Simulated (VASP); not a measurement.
A run of VASP 6.6.1:

POSCAR

```
Hf
1.0
    0.0000000000      2.1874114473      2.1874114473
    2.1874114473      0.0000000000      2.1874114473
    2.1874114473      2.1874114473      0.0000000000
Hf
1
Direct
    0.0000000000      0.0000000000      0.0000000000
```

INCAR.step1

```
ALGO = Normal
EDIFF = 1E-4
ENCUT = 600
GGA = PE
ISMEAR = 0
LASPH = T
LCHARG = F
LREAL = F
LWAVE = T
NELM = 60
PREC = Accurate
SIGMA = 0.1
```

File INCAR.step2:

```
ALGO = Normal
EDIFF = 1E-6
EDIFFG = -0.05
ENCUT = 600
IBRION = 2
ISIF = 3
ISMEAR = 0
ISTART = 1
LASPH = T
LCHARG = F
LMIXTAU = T
LREAL = F
LWAVE = F
METAGGA = R2SCAN
NELM = 60
NSW = 80
PREC = Accurate
SIGMA = 0.1
```

File KPOINTS:

```
k-points
0
Gamma
  8 8 8
```

Potentials or basis: VASP PAW PBE potentials, release 64 (Hf_pv).

Run with:

```sh
$ cat potpaw_PBE.64/Hf_pv/POTCAR > POTCAR
$ cp INCAR.step1 INCAR
$ mpirun -np 1 vasp_std > vasp.out
$ cp INCAR.step2 INCAR
$ mpirun -np 1 vasp_std > vasp.out
```

Hardware: 1 thread of Intel(R) Xeon(R) Platinum 8488C (Sapphire Rapids) (shared host).

Problem. Estimate the wall time of this run.

Solution. It took 70 s on 1 thread of Intel(R) Xeon(R) Platinum 8488C (Sapphire Rapids), on a shared host, peak memory 0.17 GiB. Counts: k points 29, ion steps 3.
